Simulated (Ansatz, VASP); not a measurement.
# ZnS in VASP and in Ansatz

```
CELL_PARAMETERS angstrom
3.86581 0.00000 0.00000
-1.93291 3.34789 0.00000
0.00000 0.00000 5.76002
ATOMIC_POSITIONS crystal
Zn 0.33333 0.66667 0.25000
Zn 0.66667 0.33333 0.75000
S 0.66667 0.33333 0.25000
S 0.33333 0.66667 0.75000
```

Alike in both runs: task single point; functional r2SCAN; k mesh 6 × 6 × 4; no spin polarisation.

|  | VASP | Ansatz |
| --- | --- | --- |
| version | VASP 6.6.1 | Ansatz 0.2.0 |
| potentials or method | VASP PAW PBE potentials, release 64 (Zn, S) | plane waves, PAW |
| plane-wave cutoff (eV) | 520 | 500 |
| occupations | gaussian, width 0.01 eV | fixed |
| valence electrons in the cell | 36 | 36 |

Ansatz gave:

```
gap on the k mesh at the Fermi level (eV)                     : 2.15
pressure (GPa)                                                : 5.4
traceless stress, the component that is largest in VASP (GPa) : -2.54
```

**Question.** Estimate VASP's values.

**Answer.** gap on the k mesh at the Fermi level (eV): 2.15; pressure (GPa): 5.6; traceless stress, the component that is largest in VASP (GPa): -2.60.

VASP's potentials were made for PBE, not for r2SCAN.
